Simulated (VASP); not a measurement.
Wanted: the native input for a VASP 6.6.1 run.

* Task: single point
* Functional: PBE
* Potentials or basis: VASP PAW PBE potentials, release 64 (Sn_d, Se)
* Cutoff: 520 eV
* k mesh: 9 × 9 × 9
* Occupations: fermi-dirac, width 0.05 eV
* Spin: no spin polarisation
* Dipole correction: no
* Further INCAR settings: ALGO = Normal; EDIFF = 1e-07; NBANDS = 17

The structure of SnSe lies in POSCAR:

```
SnSe
1.0
    0.0000000000      3.0104337128      3.0104337128
    3.0104337128      0.0000000000      3.0104337128
    3.0104337128      3.0104337128      0.0000000000
Sn Se
1 1
Direct
    0.0000000000      0.0000000000      0.0000000000
    0.5000000000      0.5000000000      0.5000000000
```

One way to write it, as run:

INCAR

```
SYSTEM = SnSe
  ALGO = Normal
  EDIFF = 1E-7
  ENCUT = 520
  GGA = PE
  ISIF = 2
  ISMEAR = -1
  LASPH = .TRUE.
  LCHARG = .TRUE.
  LELF = .TRUE.
  LREAL = .FALSE.
  LVHAR = .TRUE.
  LWAVE = .FALSE.
  NBANDS = 17
  NELM = 80
  PREC = Accurate
  SIGMA = 0.05
```

KPOINTS

```
k-points
0
G
  9 9 9
  0 0 0
```

Potentials or basis: VASP PAW PBE potentials, release 64 (Sn_d, Se).

The run is started by

```console
$ cat potpaw_PBE.64/Sn_d/POTCAR potpaw_PBE.64/Se/POTCAR > POTCAR
$ mpirun -np 1 vasp_std > vasp.out
```

It gave:

```json
{"Pressure": "1.0 GPa"}
```

Run time: 18 s on 1 thread of Intel(R) Xeon(R) Platinum 8488C (Sapphire Rapids), with other jobs on the host, peak memory 0.18 GiB.
